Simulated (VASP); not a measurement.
A run of VASP 6.6.1 is set up as follows.

Contents of INCAR:

```
PREC = Accurate
ENCUT = 520
EDIFF = 1E-6
ISMEAR = 0
SIGMA = 0.05
LREAL = False
LASPH = True
NELM = 80
ALGO = Normal
ISIF = 2
LWAVE = False
LCHARG = True
GGA = PE
LELF = True
LVHAR = True
NBANDS = 12
```

File KPOINTS:

```
Automatic mesh
0
Gamma
  10 10 10
```

File POSCAR:

```
LiF
1.0
    0.0000000000      1.9334400000      1.9334400000
    1.9334400000      0.0000000000      1.9334400000
    1.9334400000      1.9334400000      0.0000000000
Li F
1 1
Direct
    0.0000000000      0.0000000000      0.0000000000
    0.5000000000      0.5000000000      0.5000000000
```

Potentials or basis: VASP PAW PBE potentials, release 64 (Li_sv, F).

Run with:

```console
$ cat potpaw_PBE.64/Li_sv/POTCAR potpaw_PBE.64/F/POTCAR > POTCAR
$ mpirun -np 1 vasp_std > vasp.out
```

Predict the band gap on the k mesh.

10.27 eV, direct.

Caveat: the cell differs from its parent crystal (strain -0.040 along x and y, -0.040 along z). A k mesh can miss the band edges.
